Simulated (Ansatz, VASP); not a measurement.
**Two plane-wave programs on SnBr4Cl**

Contents of INCAR:

```
SYSTEM = SnBr4Cl
PREC     = Accurate       ! precision mode
ENCUT    = 520            ! plane-wave cutoff, eV
EDIFF    = 1E-6           ! SCF threshold, eV
ISMEAR   = 0              ! smearing method
SIGMA    = 0.1            ! smearing width, eV
LREAL    = .FALSE.        ! projectors in reciprocal space
LASPH    = .TRUE.         ! aspherical terms in the spheres
NELM     = 80             ! most SCF steps
ALGO     = Normal         ! electronic algorithm
ISIF     = 2              ! what is computed and relaxed
LWAVE    = .FALSE.        ! write WAVECAR
LCHARG   = .FALSE.        ! write CHGCAR
GGA      = PE             ! functional
NBANDS   = 34             ! bands
```

The input KPOINTS:

```
regular mesh
0
G
  4 4 2
  0 0 0
```

Contents of POSCAR:

```
SnBr4Cl
1.0
    4.5000216500      0.0000000000      0.0000000000
    0.0000000000      4.5000216500      0.0000000000
    0.0000000000      0.0000000000      7.7564055500
Sn Br Cl
1 4 1
Direct
    0.0000000000      0.0000000000      0.0000000000
    0.5000000000      0.0000000000      0.0000000000
    0.0000000000      0.5000000000      0.0000000000
    0.0000000000      0.0000000000      0.2770000100
    0.0000000000      0.0000000000      0.7229999900
    0.5000000000      0.5000000000      0.5000000000
```

Input for Ansatz:

```yaml
crystal:
  lattice:
    - [4.50002165, 0.0, 0.0]
    - [0.0, 4.50002165, 0.0]
    - [0.0, 0.0, 7.75640555]
  atoms:
    - { symbol: Sn, position: [0.0, 0.0, 0.0] }
    - { symbol: Br, position: [0.5, 0.0, 0.0] }
    - { symbol: Br, position: [0.0, 0.5, 0.0] }
    - { symbol: Br, position: [0.0, 0.0, 0.27700001] }
    - { symbol: Br, position: [0.0, 0.0, 0.72299999] }
    - { symbol: Cl, position: [0.5, 0.5, 0.5] }
basis:
  ecutwfc: 420
kpoints:
  mp_grid: { grid: [4, 4, 2] }
hamiltonian:
  xc: pbe
scf:
  occupations: { method: gaussian, width: 0.1 }
  lower_state_search: "off"
output:
  forces: true
  stress: true
  eigenvalues: true
```

Change from the starting cell: species swapped into the RbAlF4 type (P4/mmm, No. 123).

Alike in both runs: task single point; functional PBE; k mesh 4 × 4 × 2; occupations gaussian, width 0.1 eV; no spin polarisation.

|  | VASP | Ansatz |
| --- | --- | --- |
| version | VASP 6.6.1 | Ansatz 0.2.0 |
| potentials or method | VASP PAW PBE potentials, release 64 (Sn_d, Br, Cl), cutoff 520 eV | scalar-relativistic, plane waves, PAW |
| valence electrons in the cell | 49 | 49 |

```csv
,VASP,Ansatz,Ansatz less VASP
gap on the k mesh at the Fermi level (eV),none,none,-
rms of the force components (eV/Å),3.223,3.247,+0.0240
```

Atom by atom the forces differ by 0.024 eV/Å (rms over components). A gap of «none» marks a metal or a gap that the smearing closes.

The k mesh is coarse, so the values compare programs but aren't converged.
